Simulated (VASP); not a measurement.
# Ge (Fd-3m) in VASP: further runs, part 2 of 2

VASP 6.6.1.

## 3. Relaxation of cell and atoms, PBEsol, target pressure 10 GPa, at which the enthalpy is minimised

INCAR reads:

```
PREC = Accurate
ENCUT = 600
EDIFF = 1E-6
ISMEAR = -1
SIGMA = 0.05
LREAL = False
LASPH = True
NELM = 60
ALGO = Normal
ISIF = 3
LWAVE = False
LCHARG = False
GGA = PS
IBRION = 2
NSW = 80
EDIFFG = -0.005
PSTRESS = 100.0
```

KPOINTS reads:

```
Automatic mesh
0
Gamma
  8 8 8
```

POSCAR reads:

```
Ge
1.0
    0.0000000000      2.8289100000      2.8289100000
    2.8289100000      0.0000000000      2.8289100000
    2.8289100000      2.8289100000      0.0000000000
Ge
2
Direct
    0.7500000000      0.7500000000      0.7500000000
    0.5000000000      0.5000000000      0.5000000000
```

Potentials or basis: VASP PAW PBE potentials, release 64 (Ge_d).

Started as:

```bash
cat potpaw_PBE.64/Ge_d/POTCAR > POTCAR
mpirun -np 1 vasp_std > vasp.out
```

OUTCAR:

```text
PREC = Accurate
   ENCUT = 600
   EDIFF = 1E-6
   ISMEAR = -1
   LREAL = False
   LASPH = True
   NELM = 60
   ISIF = 3
   GGA = PS
   IBRION = 2
   NSW = 80
   EDIFFG = -0.005
   PSTRESS = 100.0

 ion  position               nearest neighbor table
   1  0.750  0.750  0.750-   2 2.45   2 2.45   2 2.45   2 2.45
   2  0.500  0.500  0.500-   1 2.45   1 2.45   1 2.45   1 2.45

  LATTYP: Found a face centered cubic cell.
 ALAT       =     5.6578200000

  Lattice vectors:

 A1 = (   0.0000000000,   2.8289100000,   2.8289100000)
 A2 = (   2.8289100000,   0.0000000000,   2.8289100000)
 A3 = (   2.8289100000,   2.8289100000,   0.0000000000)

Analysis of symmetry for initial positions (statically):
=====================================================================
 Subroutine PRICEL returns:
 Original cell was already a primitive cell.

 Routine SETGRP: Setting up the symmetry group for a
 face centered cubic supercell.

 Subroutine GETGRP returns: Found 48 space group operations
 (whereof 24 operations were pure point group operations)
 out of a pool of 48 trial point group operations.
[... 168 lines left out ...]

  FORCE on cell =-STRESS in cart. coord.  units (eV):
  Direction    XX          YY          ZZ          XY          YZ          ZX
  --------------------------------------------------------------------------------------
  -------------------------------------------------------------------------------------
  Total        0.1573363      0.1573363      0.1573363      0.0000000     -0.0000000      0.0000000
  in kB        5.5673953      5.5673953      5.5673953      0.0000000     -0.0000000      0.0000000
  external PRESSURE =     -94.4326047 kB  Pullay stress =     100.0000000 kB
[... 177 lines left out ...]
--------------------------------------- Ionic step        6  -------------------------------------------

 number of electron      28.0000015 magnetization

 Free energy of the ion-electron system (eV)
  ---------------------------------------------------
  ext. energy  EPLUGINS =         0.00000000
  ---------------------------------------------------
  free energy    TOTEN  =        -9.72806262 eV

  energy without entropy =       -9.72780787  energy(sigma->0) =       -9.72793524

 E-fermi :   6.0943     XC(G=0): -10.6347

 val. band max:        5.9439415783   @ k =   0.0000   0.0000   0.0000
 cond. band min:       6.2856037503   @ k =   0.3750   0.3750   0.0000
 fundamental gap:      0.3416621721
 Fermi energy:         6.0942783723

 k-point     1 :       0.0000    0.0000    0.0000
  band No.  band energies     occupation
      1     -19.0008      2.00000
      2     -19.0008      2.00000
      3     -19.0008      2.00000
      4     -18.9553      2.00000
      5     -18.9553      2.00000
      6     -18.6788      2.00000
[... 481 lines left out ...]
      5     -18.8536      2.00000
      6     -18.7824      2.00000
[... 10 lines left out ...]
     17      12.1183      0.00000
     18      13.3357      0.00000

 [... further k-points ...]

------------------------ aborting loop because EDIFF is reached ----------------------------------------

  FORCE on cell =-STRESS in cart. coord.  units (eV):
  Direction    XX          YY          ZZ          XY          YZ          ZX
  --------------------------------------------------------------------------------------
  -------------------------------------------------------------------------------------
  Total        2.5365683      2.5365683      2.5365683      0.0000000     -0.0000000      0.0000000
  in kB       99.6733205     99.6733205     99.6733205      0.0000000     -0.0000000      0.0000000
  external PRESSURE =      -0.3266795 kB  Pullay stress =     100.0000000 kB
[... 21 lines left out ...]
  energy  without entropy=       -9.7278078703  energy(sigma->0) =       -9.72793524

  enthalpy is  TOTEN    =        -7.1831806605 eV   P V=        2.5448819558

 reached required accuracy - stopping structural energy minimisation
```

OSZICAR:

```text
N       E                     dE             d eps       ncg     rms          rms(c)
DAV:   1     0.174196136654E+03    0.17420E+03   -0.16792E+04  1068   0.461E+03
DAV:   2     0.122951093832E+02   -0.16190E+03   -0.15923E+03  1044   0.569E+02
DAV:   3    -0.932518237496E+01   -0.21620E+02   -0.21433E+02  1180   0.153E+02
DAV:   4    -0.100051168203E+02   -0.67993E+00   -0.67868E+00  1172   0.319E+01
[... 47 lines left out ...]
DAV:   2    -0.972890113858E+01    0.24969E-02   -0.34671E-03  1342   0.135E+00    0.170E-01
DAV:   3    -0.972811582482E+01    0.78531E-03   -0.12792E-03  1388   0.711E-01    0.417E-02
DAV:   4    -0.972806435784E+01    0.51467E-04   -0.15880E-04  1342   0.278E-01    0.850E-03
DAV:   5    -0.972806231483E+01    0.20430E-05   -0.13176E-05  1112   0.788E-02    0.640E-03
DAV:   6    -0.972806261630E+01   -0.30147E-06   -0.80006E-07   564   0.201E-02
   6 F= -.71831807E+01 E0= -.71830533E+01  d E =-.400506E-05
```

It took 80 s on 1 thread of Intel Xeon 6975P-C (Granite Rapids), shared host; peak memory 0.18 GiB.

What came out:

| Property | Result |
| --- | --- |
| Free energy | -9.7281 eV |
| Relaxed volume | 20.39 Å³/atom |
| Relaxed cell | a = 3.863 Å, b = 3.863 Å, c = 3.863 Å, α = 60.00°, β = 60.00°, γ = 60.00° |
| Space group after relaxing (to 0.05 Å) | Fd-3m (No. 227) |
| Energy change on relaxing (the enthalpy is what falls) | +67.5 meV/atom |
| Ionic steps | 6 |
| Pressure after relaxing | 10.0 GPa |
| Band gap on the k mesh | 0.34 eV, indirect (least direct gap 0.98 eV) |

The path:
```tsv
step	energy change (eV)	largest force (eV/Å)	pressure (GPa)	volume (Å³)
1	0.0000	0.0000	0.56	45.28
2	0.5020	0.0000	23.02	37.08
3	0.1322	0.0000	9.75	40.82
4	0.1376	0.0000	10.26	40.73
5	0.1267	0.0000	9.58	40.91
6	0.1349	0.0000	9.97	40.77
```

Final structure:
```
Ge
1.0
     0.00000    2.73180    2.73180
     2.73180    0.00000    2.73180
     2.73180    2.73180    0.00000
Ge
2
Direct
  0.75000 0.75000 0.75000
  0.50000 0.50000 0.50000
```

Levels at points of the mesh, in eV from the valence-band top:
| k point | band 10 | band 11 | band 12 | band 13 | band 14 | band 15 | band 16 | band 17 | band 18 |
| --- | --- | --- | --- | --- | --- | --- | --- | --- | --- |
| (0.00, 0.00, 0.00) | -24.60 | -13.65 | 0.00 | 0.00 | 0.00 | 0.98 | 2.57 | 2.57 | 2.57 |
| (0.50, 0.00, 0.00) | -24.57 | -11.28 | -8.17 | -1.58 | -1.58 | 0.46 | 3.75 | 3.75 | 6.99 |
| (0.50, 0.50, 0.00) | -24.55 | -9.33 | -9.33 | -3.48 | -3.48 | 0.51 | 0.51 | 10.38 | 10.38 |

Caveat: the cell is relaxed towards a set pressure, so the enthalpy falls and the energy may rise; the PAW data sets were made with another functional, which shifts forces and pressure a little. A k mesh can miss the band edges.

## 4. Relaxation of cell and atoms, PBEsol, target pressure 20 GPa, at which the enthalpy is minimised

INCAR reads:

```
  PREC = Accurate
  ENCUT = 600
  EDIFF = 1E-6
  ISMEAR = -1
  SIGMA = 0.05
  LREAL = False
  LASPH = True
  NELM = 100
  ALGO = Normal
  ISIF = 3
  LWAVE = False
  LCHARG = False
  GGA = PS
  IBRION = 2
  NSW = 80
  EDIFFG = -0.005
  PSTRESS = 200.0
```

KPOINTS is that of step 3.

POSCAR is that of step 3.

Started as:

```bash
cat potpaw_PBE.64/Ge_d/POTCAR > POTCAR
mpirun -np 1 vasp_std > vasp.out
```

It took 99 s on 1 thread of Intel Xeon 6975P-C (Granite Rapids), shared host; peak memory 0.19 GiB.

Results (log left out):

```
Free energy                                            : -9.4550 eV
Relaxed volume                                         : 18.89 Å³/atom
Relaxed cell                                           : a = 3.767 Å, b = 3.767 Å, c = 3.767 Å, α = 60.00°, β = 60.00°, γ = 60.00°
Space group after relaxing (to 0.05 Å)                 : Fd-3m (No. 227)
Energy change on relaxing (the enthalpy is what falls) : +204.0 meV/atom
Ionic steps                                            : 10
Pressure after relaxing                                : 20.0 GPa
Band gap on the k mesh                                 : 0.21 eV, indirect (least direct gap 1.75 eV)
```

Step by step:
| step | energy change (eV) | largest force (eV/Å) | pressure (GPa) | volume (Å³) |
| --- | --- | --- | --- | --- |
| 1 | 0.0000 | 0.0000 | 0.56 | 45.28 |
| 2 | 2.6970 | 0.0000 | 80.30 | 29.56 |
| 3 | 0.3584 | 0.0000 | 18.33 | 38.20 |
| 4 | 0.3968 | 0.0000 | 19.69 | 37.88 |
| 5 | 0.4140 | 0.0000 | 20.19 | 37.74 |
| 6 | 0.4008 | 0.0000 | 19.73 | 37.85 |
| 7 | 0.4086 | 0.0000 | 20.15 | 37.78 |
| 8 | 0.4058 | 0.0000 | 19.85 | 37.80 |
| 9 | 0.4072 | 0.0000 | 19.83 | 37.79 |
| 10 | 0.4080 | 0.0000 | 20.04 | 37.79 |

Final structure:
```xyz
2
Lattice="0.0000 2.6634 2.6634 2.6634 0.0000 2.6634 2.6634 2.6634 0.0000" Properties=species:S:1:pos:R:3 pbc="T T T"
Ge    3.9951    3.9951    3.9951
Ge    2.6634    2.6634    2.6634
```

Levels at points of the mesh, in eV from the valence-band top:
```
           k point  band 11  band 12  band 13  band 14  band 15  band 16  band 17  band 18
(0.00, 0.00, 0.00)   -14.33     0.00     0.00     0.00     1.74     2.58     2.58     2.58
(0.50, 0.00, 0.00)   -11.74    -8.64    -1.72    -1.72     0.73     3.76     3.76     6.97
(0.50, 0.50, 0.00)    -9.69    -9.69    -3.79    -3.79     0.37     0.37    11.06    11.06
```

Caveat: the cell is relaxed towards a set pressure, so the enthalpy falls and the energy may rise; the volume moved by over 15 % at a fixed basis, so the end points are rough; the PAW data sets were made with another functional, which shifts forces and pressure a little.

## 5. Summary

| cell | gap on the mesh (eV) | pressure (GPa) |
| --- | --- | --- |
| relaxed to 5 GPa | 0.30 | 5.0 |
| relaxed to 10 GPa | 0.34 | 10.0 |
| relaxed to 20 GPa | 0.21 | 20.0 |

Alike in all rows: task relaxation of cell and atoms; level PBEsol; potentials or basis VASP PAW PBE potentials, release 64 (Ge_d); no spin polarisation; k mesh 8 × 8 × 8; cutoff (eV) 600; smearing fermi-dirac 0.05 eV.

Caveats: the cell is relaxed towards a set pressure, so the enthalpy falls and the energy may rise; the PAW data sets were made with another functional, which shifts forces and pressure a little; the volume moved by over 15 % at a fixed basis, so the end points are rough (some runs).

Total energies depend on the potentials used, so only differences within one code and one set of settings carry meaning.
